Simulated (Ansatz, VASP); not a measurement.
## Two plane-wave programs on Y6Be

```
CELL_PARAMETERS angstrom
8.32682 0.00000 0.00000
0.00000 8.32682 0.00000
0.00000 0.00000 8.32682
ATOMIC_POSITIONS crystal
Y 0.21951 0.50000 0.50000
Y 0.50000 0.21951 0.50000
Y 0.78049 0.50000 0.50000
Y 0.50000 0.78049 0.50000
Y 0.50000 0.50000 0.21951
Y 0.50000 0.50000 0.78049
Be 0.00000 0.00000 0.00000
```

Change from the starting cell: species swapped into the GdB6 type (Pm-3m, No. 221).

Alike in both runs: functional PBE; k mesh 4 × 4 × 4; occupations gaussian, width 0.1 eV; no spin polarisation.

Ansatz relaxed the structure, and its values are those at the end. VASP's run is a single point on that final structure, the one shown.

|  | VASP | Ansatz |
| --- | --- | --- |
| version | VASP 6.6.1 | Ansatz 0.2.0 |
| potentials or method | VASP PAW PBE potentials, release 64 (Y_sv, Be), cutoff 520 eV | scalar-relativistic, plane waves, PAW |
| valence electrons in the cell | 68 | 68 |

|  | VASP | Ansatz | Ansatz less VASP |
| --- | --- | --- | --- |
| gap on the k mesh at the Fermi level (eV) | none | none | - |
| pressure (GPa) | 0.1 | 0.1 | +0.02 |
| rms of the force components (eV/Å) | 0.007 | 0.002 | -0.0050 |

A gap of «none» marks a metal or a gap that the smearing closes. The functional is the same, so the differences come from potentials, cutoffs and numerics.
